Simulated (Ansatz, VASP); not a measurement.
**Ru: VASP beside Ansatz**

File INCAR:

```
PREC     = Accurate       # precision mode
ENCUT    = 520            # plane-wave cutoff, eV
EDIFF    = 1E-6           # SCF threshold, eV
ISMEAR   = -1             # smearing method
SIGMA    = 0.05           # smearing width, eV
LREAL    = F              # projectors in reciprocal space
LASPH    = T              # aspherical terms in the spheres
NELM     = 80             # most SCF steps
ALGO     = Normal         # electronic algorithm
ISIF     = 2              # what is computed and relaxed
LWAVE    = F              # write WAVECAR
LCHARG   = F              # write CHGCAR
GGA      = PE             # functional
NBANDS   = 21             # bands
```

The input KPOINTS:

```
regular mesh
0
Gamma
  13 13 7
```

Contents of POSCAR:

```
Ru
1.0
    2.7058000000      0.0000000000      0.0000000000
   -1.3529000000      2.3432915376      0.0000000000
    0.0000000000      0.0000000000      4.2819000000
Ru
2
Direct
    0.3666666666      0.6833333334      0.2750000000
    0.6333333334      0.3166666666      0.7250000000
```

Input for Ansatz:

```yaml
crystal:
  lattice:
    - [2.7058, 0.0, 0.0]
    - [-1.3529, 2.3432915376, 0.0]
    - [0.0, 0.0, 4.2819]
  atoms:
    - { symbol: Ru, position: [0.3666666666, 0.6833333334, 0.275] }
    - { symbol: Ru, position: [0.6333333334, 0.3166666666, 0.725] }
kpoints:
  mp_grid: { grid: [13, 13, 7] }
scf:
  occupations: { method: fermi_dirac, width: 0.05 }
hamiltonian:
  xc: pbe
  pseudopotentials: { kind: paw }
output:
  forces: true
  stress: true
  eigenvalues: true
  populations: true
  write_density: true
  write_potential: true
  elf: true
  volumetric_format: npy
```

Change from the starting cell: shortest bond scaled by 1.1, PAW files.

Alike in both runs: task single point; functional PBE; k mesh 13 × 13 × 7; occupations fermi-dirac, width 0.05 eV; no spin polarisation.

|  | VASP | Ansatz |
| --- | --- | --- |
| version | VASP 6.6.1 | Ansatz 0.2.0 |
| potentials or method | VASP PAW PBE potentials, release 64 (Ru_pv) | PAW with Ansatz's default frozen-core files, scalar-relativistic |
| plane-wave cutoff (eV) | 520 | 420 |
| valence electrons in the cell | 28 | 32 |

|  | VASP | Ansatz | Ansatz less VASP |
| --- | --- | --- | --- |
| pressure (GPa) | 14.4 | 14.2 | -0.16 |
| traceless stress, the component that is largest in VASP (GPa) | 9.10 | 8.92 | -0.178 |
| rms of the force components (eV/Å) | 1.894 | 1.865 | -0.0290 |

Atom by atom the forces differ by 0.030 eV/Å (rms over components). VASP's potentials hold 28 valence electrons a cell and Ansatz's 32, so a difference there can come from the potentials and not from the codes.
